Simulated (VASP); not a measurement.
A run of VASP 6.6.1:

Contents of INCAR:

```
PREC = Accurate
ENCUT = 520
EDIFF = 1E-6
ISMEAR = -1
SIGMA = 0.05
LREAL = False
LASPH = True
NELM = 150
ALGO = Normal
ISIF = 2
LWAVE = False
LCHARG = False
ISPIN = 2
MAGMOM = 0 3
LORBIT = 11
LMAXMIX = 4
GGA = PE
NBANDS = 16
```

The input KPOINTS:

```
regular mesh
0
Gamma
  11 11 11
```

The input POSCAR:

```
AlFe
1.0
    2.9100000000      0.0000000000      0.0000000000
    0.0000000000      2.9100000000      0.0000000000
    0.0000000000      0.0000000000      2.9100000000
Al Fe
1 1
Direct
    0.0000000000      0.0000000000      0.0000000000
    0.5000000000      0.5000000000      0.5000000000
```

Potentials or basis: VASP PAW PBE potentials, release 64 (Al, Fe).

Launch:

```bash
$ cat potpaw_PBE.64/Al/POTCAR potpaw_PBE.64/Fe/POTCAR > POTCAR
$ mpirun -np 1 vasp_std > vasp.out
```

Hardware: 1 thread of Intel(R) Xeon(R) 6975P-C (Granite Rapids) (shared host).

Question: How long does it take, and how much memory?

Answer: Wall time 16 s on 1 thread of Intel(R) Xeon(R) 6975P-C (Granite Rapids), on a shared host, peak memory 0.17 GiB. Counts: scf iterations 14, k points 56.
